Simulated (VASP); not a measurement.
Set up this calculation in VASP 6.6.1, as the native input.

```yaml
Task: single point
Functional: r2SCAN
Dispersion: rVV10
Potentials_or_basis: VASP PAW PBE potentials, release 64 (Cu_sv_GW)
Cutoff: 900 eV
k_mesh: 13 × 13 × 13
Occupations: fermi-dirac, width 0.05 eV
Spin: no spin polarisation
Dipole_correction: no
Further_INCAR_settings: ALGO = Normal; EDIFF = 1e-06; NBANDS = 16
```

Cu:

```
CELL_PARAMETERS angstrom
0.00000 1.77060 1.77060
1.77060 0.00000 1.77060
1.77060 1.77060 0.00000
ATOMIC_POSITIONS crystal
Cu 0.00000 0.00000 0.00000
```

One way to write it, as run:

POSCAR

```
Cu
1.0
    0.0000000000      1.7706018915      1.7706018915
    1.7706018915      0.0000000000      1.7706018915
    1.7706018915      1.7706018915      0.0000000000
Cu
1
Direct
    0.0000000000      0.0000000000      0.0000000000
```

INCAR.step1

```
PREC     = Accurate       # precision mode
ENCUT    = 900            # plane-wave cutoff, eV
ISMEAR   = -1             # smearing method
SIGMA    = 0.05           # smearing width, eV
LREAL    = False          # projectors in reciprocal space
LASPH    = True           # aspherical terms in the spheres
NELM     = 120            # most SCF steps
NBANDS   = 16             # bands
GGA      = PE             # functional
ALGO     = Normal         # electronic algorithm
EDIFF    = 1E-5           # SCF threshold, eV
LWAVE    = True           # write WAVECAR
LCHARG   = False          # write CHGCAR
GGA_COMPAT= False
```

INCAR.step2

```
PREC     = Accurate       # precision mode
ENCUT    = 900            # plane-wave cutoff, eV
EDIFF    = 1E-6           # SCF threshold, eV
ISMEAR   = -1             # smearing method
SIGMA    = 0.05           # smearing width, eV
LREAL    = False          # projectors in reciprocal space
LASPH    = True           # aspherical terms in the spheres
NELM     = 120            # most SCF steps
ALGO     = Normal         # electronic algorithm
ISIF     = 2              # what is computed and relaxed
LWAVE    = False          # write WAVECAR
LCHARG   = False          # write CHGCAR
METAGGA  = R2SCAN         # meta-GGA
LMIXTAU  = True         
LUSE_VDW = True         
IVDW_NL  = 2            
BPARAM   = 11.95        
CPARAM   = 0.0093       
NBANDS   = 16             # bands
ISTART   = 1            
GGA_COMPAT= False
```

KPOINTS

```
Automatic mesh
0
Gamma
  13 13 13
```

Potentials or basis: VASP PAW PBE potentials, release 64 (Cu_sv_GW).

The run is started by

```console
$ cat potpaw_PBE.64/Cu_sv_GW/POTCAR > POTCAR
$ cp INCAR.step1 INCAR
$ mpirun -np 1 vasp_std > vasp.out
$ cp INCAR.step2 INCAR
$ mpirun -np 1 vasp_std > vasp.out
```

It gave:

```yaml
Pressure: 2.0 GPa
Band_gap_on_the_k_mesh: zero (an odd number of electrons rules out a gap without spin polarisation)
```

Caveat: the PAW data sets were made with another functional, which shifts forces and pressure a little.

Run time: 2.2 min on 1 thread of AMD EPYC 9R45 96-Core Processor (Zen 5), with other jobs on the host, peak memory 0.27 GiB.
